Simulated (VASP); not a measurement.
# GaN (P6_3mc) in VASP: notebook

Runs on GaN. Level: LDA. Tasks: single point.

Program: VASP 6.6.1. These are calculated values, not measurements. Logs are shortened: lines on timing, memory, paths and dates and some standing lists are left out, and cuts for length are marked.

**The experiment to reproduce.**

From “Studying electronic properties in GaN without electrical contacts using γ-γ vs e−-γ Perturbed Angular Correlations”, 2019, pmc:6823545, for a bulk crystal of GaN: band gap 3.503 ± 0.005 eV (direct).

The results are compared with them further down.

## 1. The cell of the first run

The structure is hexagonal, space group P6_3mc (No. 186). The conventional cell has a = 3.152 Å, b = 3.152 Å, c = 5.138 Å, α = 90.00°, β = 90.00°, γ = 120.00°. Ga (site symmetry 3m) has 4 N at 1.93 Å within 2.6 Å. N (site symmetry 3m) has 4 Ga at 1.93 Å within 2.6 Å.

## 2. Single point, LDA

Input file INCAR:

```
SYSTEM = GaN
PREC = Accurate ; ENCUT = 520
EDIFF = 1E-7 ; ISMEAR = 0
SIGMA = 0.01 ; LREAL = .False.
LASPH = .True. ; NELM = 60
ALGO = Normal ; ISIF = 2
LWAVE = .False. ; LCHARG = .False.
GGA = CA ; NBANDS = 26
```

Input file KPOINTS:

```
Automatic mesh
0
Gamma
  8 8 4
  0 0 0
```

Input file POSCAR:

```
GaN
1.0
    3.1518145789      0.0000000000      0.0000000000
   -1.5759072894      2.7295514933      0.0000000000
    0.0000000000      0.0000000000      5.1383977941
Ga N
2 2
Direct
    0.3333333333      0.6666666667     -0.0007042243
    0.6666666667      0.3333333333      0.4992957757
    0.3333333333      0.6666666667      0.3757042243
    0.6666666667      0.3333333333      0.8757042243
```

Potentials or basis: VASP PAW LDA potentials, release 64 (Ga_d, N).

Run with:

```sh
$ cat potpaw_LDA.64/Ga_d/POTCAR potpaw_LDA.64/N/POTCAR > POTCAR
$ mpirun -np 1 vasp_std > vasp.out
```

OUTCAR:

```text
SYSTEM = GaN
   PREC = Accurate
   ENCUT = 520
   EDIFF = 1E-7
   ISMEAR = 0
   LREAL = .False.
   LASPH = .True.
   NELM = 60
   ISIF = 2
   GGA = CA

 ion  position               nearest neighbor table
   1  0.333  0.667  0.999-   4 1.93   4 1.93   4 1.93   3 1.93
   2  0.667  0.333  0.499-   3 1.93   3 1.93   3 1.93   4 1.93
   3  0.333  0.667  0.376-   2 1.93   2 1.93   2 1.93   1 1.93
   4  0.667  0.333  0.876-   1 1.93   1 1.93   1 1.93   2 1.93

  LATTYP: Found a hexagonal cell.
 ALAT       =     3.1518145789
 C/A-ratio  =     1.6302982506

  Lattice vectors:

 A1 = (   3.1518145789,   0.0000000000,   0.0000000000)
 A2 = (  -1.5759072894,   2.7295514933,   0.0000000000)
 A3 = (   0.0000000000,   0.0000000000,   5.1383977941)

Analysis of symmetry for initial positions (statically):
=====================================================================
 Subroutine PRICEL returns:
 Original cell was already a primitive cell.

 Routine SETGRP: Setting up the symmetry group for a
 hexagonal supercell.

 Subroutine GETGRP returns: Found 12 space group operations
 (whereof  6 operations were pure point group operations)
 out of a pool of 24 trial point group operations.

The static configuration has the point symmetry C_3v.
 The point group associated with its full space group is C_6v.

Analysis of symmetry for dynamics (positions and initial velocities):
=====================================================================
 Subroutine PRICEL returns:
 Original cell was already a primitive cell.

 Routine SETGRP: Setting up the symmetry group for a
 hexagonal supercell.

 Subroutine GETGRP returns: Found 12 space group operations
 (whereof  6 operations were pure point group operations)
 out of a pool of 24 trial point group operations.

The dynamic configuration has the point symmetry C_3v.
 The point group associated with its full space group is C_6v.

 Subroutine INISYM returns: Found 12 space group operations
 (whereof  6 operations are pure point group operations),
 and found     1 'primitive' translations

----------------------------------------------------------------------------------------

                                     Primitive cell
[... 90 lines left out ...]
   LNONCOLLINEAR =      F non collinear calculations
   LSORBIT =      F    spin-orbit coupling
   LASPH  =      T    aspherical Exc in radial PAW
   ENCUT  =  520.0 eV  38.22 Ry    6.18 a.u.   5.86  5.86  9.55*2*pi/ulx,y,z
   NELM   =     60;   NELMIN=  2; NELMDL= -5     # of ELM steps
   EDIFF  = 0.1E-06   stopping-criterion for ELM
   LREAL  =      F    real-space projection
   EDIFFG = 0.1E-05   stopping-criterion for IOM
   NSW    =      0    number of steps for IOM
   IBRION =     -1    ionic relax: 0-MD 1-quasi-New 2-CG
   NFREE  =      0    steps in history (QN), initial steepest desc. (CG)
   ISIF   =      2    stress and relaxation
   ISYM   =      2    0-nonsym 1-usesym 2-fastsym
   POTIM  = 0.5000    time-step for ionic-motion
   TEBEG  =    0.0;   TEEND  =   0.0 temperature during run
   PSTRESS=    0.0 pullay stress
   NELECT =      36.0000    total number of electrons
   NUPDOWN=      -1.0000    fix difference up-down
   EMIN   =  10.00;   EMAX   =-10.00  energy-range for DOS
   EFERMI =   0.00;   METHOD = LEGACY
   ISMEAR =     0;   SIGMA  =   0.01  broadening in eV -4-tet -1-fermi 0-gaus
   EFERMI_NEDOS =   21; number of points for ismear=-14 and -15
   IALGO  =     38    algorithm
   IMIX   =      4    mixing-type and parameters
     AMIX     =   0.40;   BMIX     =  1.00
     AMIX_MAG =   1.60;   BMIX_MAG =  1.00
  volume/ion in A,a.u.               =      11.05        74.58
  Fermi-wavevector in a.u.,A,eV,Ry     =   1.528794  2.889003 31.799708  2.337213
  Thomas-Fermi vector in A             =   2.636504
   LORBIT       =      0    0 simple, 1 ext, 2 COOP (PROOUT), +10 PAW based schemes
   GGA     = CA    functional components
   LHFCALC =     F    Hartree Fock is set to
   AEXX    =    0.0000 exact exchange contribution
   IVDW    =     0    specifies the selected vdW correction
   LEPSILON=     F    determine dielectric tensor
   LRPA    =     F    only Hartree local field effects (RPA)
 non-spin polarized calculation
 Gauss-broadening in eV      SIGMA  =   0.01
  energy-cutoff  :      520.00
  volume of cell :       44.21
 maximum number of plane-waves:      1204
 NGX is ok and might be reduce to    24
   NGX = 11   NGY = 11   NGZ = 19

 number of electron      36.0000031 magnetization

 Free energy of the ion-electron system (eV)
  ---------------------------------------------------
  ext. energy  EPLUGINS =         0.00000000
  ---------------------------------------------------
  free energy    TOTEN  =       -27.90936985 eV

  energy without entropy =      -27.90936985  energy(sigma->0) =      -27.90936985

 E-fermi :   5.4884     XC(G=0): -12.2986

 val. band max:        5.4411592264   @ k =   0.0000   0.0000   0.0000
 cond. band min:       7.5863385708   @ k =   0.0000   0.0000   0.0000
 fundamental gap:      2.1451793444
 Fermi energy:         5.4884378350

 k-point     1 :       0.0000    0.0000    0.0000
  band No.  band energies     occupation
      1     -10.7017      2.00000
      2      -9.7203      2.00000
      3      -8.1464      2.00000
      4      -8.1290      2.00000
      5      -8.1290      2.00000
      6      -8.0619      2.00000
[... 685 lines left out ...]
     25      17.6216      0.00000
     26      17.6216      0.00000

 [... further k-points ...]

------------------------ aborting loop because EDIFF is reached ----------------------------------------

  FORCE on cell =-STRESS in cart. coord.  units (eV):
  Direction    XX          YY          ZZ          XY          YZ          ZX
  --------------------------------------------------------------------------------------
  -------------------------------------------------------------------------------------
  Total        0.3090463      0.3090463      0.3007807      0.0000000     -0.0000000      0.0000000
  in kB       11.2009406     11.2009406     10.9013661      0.0000000     -0.0000000      0.0000000
  external PRESSURE =      11.1010824 kB  Pullay stress =       0.0000000 kB

 VOLUME and BASIS-vectors are now :
 -----------------------------------------------------------------------------
  energy-cutoff  :      520.00
  volume of cell :       44.21
      direct lattice vectors                 reciprocal lattice vectors
     3.151814579  0.000000000  0.000000000     0.317277548  0.183180277  0.000000000
    -1.575907289  2.729551493  0.000000000     0.000000000  0.366360555  0.000000000
     0.000000000  0.000000000  5.138397794     0.000000000  0.000000000  0.194613193

 POSITION                                       TOTAL-FORCE (eV/Angst)
 -----------------------------------------------------------------------------------
     -0.00000      1.81970      5.13478        -0.000000     -0.000000      0.001743
      1.57591      0.90985      2.56558         0.000000     -0.000000      0.001743
     -0.00000      1.81970      1.93052        -0.000000      0.000000     -0.001743
      1.57591      0.90985      4.49972         0.000000      0.000000     -0.001743
 -----------------------------------------------------------------------------------
    total drift:                               -0.000001     -0.000001      0.000799

  FREE ENERGIE OF THE ION-ELECTRON SYSTEM (eV)
  ---------------------------------------------------
  free  energy   TOTEN  =       -27.9093698481 eV

  energy  without entropy=      -27.9093698481  energy(sigma->0) =      -27.90936985
```

OSZICAR:

```text
N       E                     dE             d eps       ncg     rms          rms(c)
DAV:   1     0.272624374432E+03    0.27262E+03   -0.17579E+04  1714   0.259E+03
DAV:   2     0.272428153461E+01   -0.26990E+03   -0.25411E+03  1704   0.494E+02
DAV:   3    -0.310173778238E+02   -0.33742E+02   -0.33285E+02  1798   0.140E+02
DAV:   4    -0.320610637259E+02   -0.10437E+01   -0.10391E+01  1894   0.263E+01
DAV:   5    -0.320802437155E+02   -0.19180E-01   -0.19168E-01  1814   0.348E+00    0.108E+01
DAV:   6    -0.279444191227E+02    0.41358E+01   -0.10098E+01  2606   0.509E+01    0.317E+00
DAV:   7    -0.279701209162E+02   -0.25702E-01   -0.12485E+00  1646   0.830E+00    0.258E+00
DAV:   8    -0.279330978696E+02    0.37023E-01   -0.25143E-01  2526   0.523E+00    0.135E+00
DAV:   9    -0.279088644413E+02    0.24233E-01   -0.65828E-02  2490   0.402E+00    0.384E-01
DAV:  10    -0.279095800855E+02   -0.71564E-03   -0.62556E-03  1634   0.557E-01    0.178E-01
DAV:  11    -0.279093786737E+02    0.20141E-03   -0.10773E-03  2246   0.622E-01    0.722E-02
DAV:  12    -0.279093978361E+02   -0.19162E-04   -0.14370E-04  1626   0.744E-02    0.971E-02
DAV:  13    -0.279093832852E+02    0.14551E-04   -0.83951E-06  2298   0.289E-02    0.754E-02
DAV:  14    -0.279093733076E+02    0.99777E-05   -0.11172E-05  2562   0.318E-02    0.385E-02
DAV:  15    -0.279093718814E+02    0.14261E-05   -0.17692E-06  2332   0.100E-02    0.284E-02
DAV:  16    -0.279093699096E+02    0.19718E-05   -0.29683E-06  2002   0.203E-02    0.978E-03
DAV:  17    -0.279093698359E+02    0.73737E-07   -0.11779E-06  2082   0.735E-03    0.118E-03
DAV:  18    -0.279093698481E+02   -0.12190E-07   -0.69439E-08  1038   0.180E-03
   1 F= -.27909370E+02 E0= -.27909370E+02  d E =-.863817E-14
```

stdout:

```text
POSCAR found type information on POSCAR GaN
 POSCAR found :  2 types and       4 ions
 scaLAPACK will be used
 LDA part: xc-table for (Slater(with rela. corr.)+CA(PZ))
 , standard interpolation
 POSCAR, INCAR and KPOINTS ok, starting setup
 FFT: planning ... GRIDC
 FFT: planning ... GRID_SOFT
 FFT: planning ... GRID
 WAVECAR not read
 entering main loop
```

Wall time 29 s (1 thread of Intel Xeon Platinum 8259CL at 2.50GHz (Skylake/Cascade Lake), shared host); peak memory 0.15 GiB.

What came out:

```
Free energy            : -27.9094 eV
Pressure               : 1.1 GPa
Band gap on the k mesh : 2.15 eV, direct
```

## 3. Single point, LDA

Input file INCAR:

```
  ALGO = Normal
  EDIFF = 1E-6
  ENCUT = 520
  GGA = CA
  ISIF = 2
  ISMEAR = 0
  LASPH = T
  LCHARG = F
  LREAL = F
  LWAVE = F
  NBANDS = 26
  NELM = 60
  PREC = Accurate
  SIGMA = 0.01
```

Input file KPOINTS:

```
k-points
0
Gamma
  8 8 4
```

POSCAR is that of step 2.

Potentials or basis: VASP PAW LDA potentials, release 64 (Ga_d, N).

Run with:

```sh
$ cat potpaw_LDA.64/Ga_d/POTCAR potpaw_LDA.64/N/POTCAR > POTCAR
$ mpirun -np 1 vasp_std > vasp.out
```

Wall time 27 s (1 thread of Intel Xeon Platinum 8259CL at 2.50GHz (Skylake/Cascade Lake), shared host); peak memory 0.15 GiB.

The run converged. Its results:

```
Free energy            : -27.9094 eV
Pressure               : 1.1 GPa
Band gap on the k mesh : 2.15 eV, direct
```

Levels at points of the mesh, in eV from the valence-band top:
```tsv
k point	band 14	band 15	band 16	band 17	band 18	band 19	band 20	band 21	band 22	band 23
(0.00, 0.00, 0.00)	-1.08	-1.08	-0.05	0.00	0.00	2.15	4.38	9.22	9.90	9.90
(0.50, 0.00, 0.00)	-5.46	-4.41	-2.88	-2.34	-1.05	5.00	5.66	5.99	8.72	10.40
(0.00, 0.00, 0.50)	-3.92	-0.56	-0.56	-0.56	-0.56	4.41	4.41	8.47	8.47	10.43
(0.50, 0.00, 0.50)	-6.86	-2.04	-2.04	-1.99	-1.99	4.39	4.39	7.81	7.81	10.00
```

## 4. Single point, LDA

This run uses another cell than the first one, of 11.16 Å³/atom, 1.010 times its volume.

Input file INCAR:

```
PREC = Accurate ; ENCUT = 520
EDIFF = 1E-6 ; ISMEAR = 0
SIGMA = 0.01 ; LREAL = False
LASPH = True ; NELM = 60
ALGO = Normal ; ISIF = 2
LWAVE = False ; LCHARG = True
GGA = CA ; LELF = True
LVHAR = True ; NBANDS = 26
```

Input file KPOINTS:

```
regular mesh
0
Gamma
  8 8 4
```

Input file POSCAR:

```
GaN
1.0
    3.1622520369      0.0000000000      0.0000000000
   -1.5811260184      2.7385905971      0.0000000000
    0.0000000000      0.0000000000      5.1550860067
Ga N
2 2
Direct
    0.3333333333      0.6666666667     -0.0007252486
    0.6666666667      0.3333333333      0.4992747514
    0.3333333333      0.6666666667      0.3757252486
    0.6666666667      0.3333333333      0.8757252486
```

Run with:

```sh
$ cat potpaw_LDA.64/Ga_d/POTCAR potpaw_LDA.64/N/POTCAR > POTCAR
$ mpirun -np 1 vasp_std > vasp.out
```

It took 27 s on 1 thread of Intel Xeon Platinum 8259CL at 2.50GHz (Skylake/Cascade Lake), shared host; peak memory 0.15 GiB.

Results (log left out):

| Item | Value |
| --- | --- |
| Free energy | -27.9099 eV |
| Pressure | -0.9 GPa |
| Band gap on the k mesh | 2.08 eV, direct |

Levels at points of the mesh, in eV from the valence-band top:
```
           k point  band 14  band 15  band 16  band 17  band 18  band 19  band 20  band 21  band 22  band 23
(0.00, 0.00, 0.00)    -1.07    -1.07    -0.05     0.00     0.00     2.08     4.32     9.16     9.84     9.84
(0.50, 0.00, 0.00)    -5.42    -4.36    -2.85    -2.31    -1.04     4.97     5.61     5.96     8.64    10.34
(0.00, 0.00, 0.50)    -3.90    -0.55    -0.55    -0.55    -0.55     4.34     4.34     8.42     8.42    10.37
(0.50, 0.00, 0.50)    -6.80    -2.02    -2.02    -1.97    -1.97     4.35     4.35     7.75     7.75     9.94
```

## 5. Against experiment

Step 2. Measured gap of GaN: 3.503 eV (direct; quoted in “Studying electronic properties in GaN without electrical contacts using γ-γ vs e−-γ Perturbed Angular Correlations”, 2019, pmc:6823545). This calculation gives 2.15 eV (-1.36 eV). Spin-orbit coupling on Ga is left out. The value is that of LDA, without temperature or zero-point motion. Semilocal functionals fall short of measured gaps as a rule.
